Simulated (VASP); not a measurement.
A run of VASP 6.6.1 is set up as follows.

INCAR

```
  ALGO = Normal
  EDIFF = 1E-6
  ENCUT = 520
  GGA = PE
  ISIF = 2
  ISMEAR = 0
  ISPIN = 2
  LASPH = T
  LCHARG = F
  LMAXMIX = 4
  LORBIT = 11
  LREAL = F
  LWAVE = F
  MAGMOM = 1.5 1.5
  NBANDS = 20
  NELM = 150
  PREC = Accurate
  SIGMA = 0.05
```

File KPOINTS:

```
k-points
0
Gamma
  10 10 6
```

The input POSCAR:

```
Co
1.0
    2.4979327774      0.0000000000      0.0000000000
   -1.2489663887      2.1632732422      0.0000000000
    0.0000000000      0.0000000000      4.0294966825
Co
2
Direct
    0.3333333333      0.6666666667      0.7500000000
    0.6666666667      0.3333333333      0.2500000000
```

Potentials or basis: VASP PAW PBE potentials, release 64 (Co).

Run with:

```console
$ cat potpaw_PBE.64/Co/POTCAR > POTCAR
$ mpirun -np 1 vasp_std > vasp.out
```

Question: What does it give for the net moment?

Answer: 3.32 μB per cell.

Question: Estimate the pressure.

Answer: -0.5 GPa.

Question: What does it give for the site moments?

Answer: Co +1.68 μB.

Stress tensor (GPa, compression positive):
```
-0.45  0.00  0.00
 0.00 -0.45  0.00
 0.00  0.00 -0.62
```
